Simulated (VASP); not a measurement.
AlN:

```
Al N
1.0
     3.13362    0.00000    0.00000
    -1.56681    2.71379    0.00000
     0.00000    0.00000    5.01399
Al N
2 2
Direct
  0.66667 0.33333 0.50000
  0.33333 0.66667 0.00000
  0.66667 0.33333 0.88000
  0.33333 0.66667 0.38000
```

Base run:

* Program: VASP 6.6.1
* Functional: PBEsol
* Potentials or basis: VASP PAW PBE potentials, release 64 (Al, N)
* Cutoff: 520 eV
* k mesh: 10 × 10 × 6
* Occupations: fermi-dirac, width 0.05 eV
* Spin: no spin polarisation

Its results: band gap on the k mesh 3.98 eV; pressure -3.6 GPa; largest force 0.117 eV/Å.

Q: The run is repeated on the same cell with these changes: functional from PBEsol to RPBE; dispersion from none to D4. What comes out?

A: Band gap on the k mesh 4.10 eV; pressure -7.6 GPa; largest force 0.109 eV/Å.

Several settings changed at once.

Caveats: the cell stands under tension; the PAW data sets were made with another functional, which shifts forces and pressure a little.

A k mesh can miss the band edges.
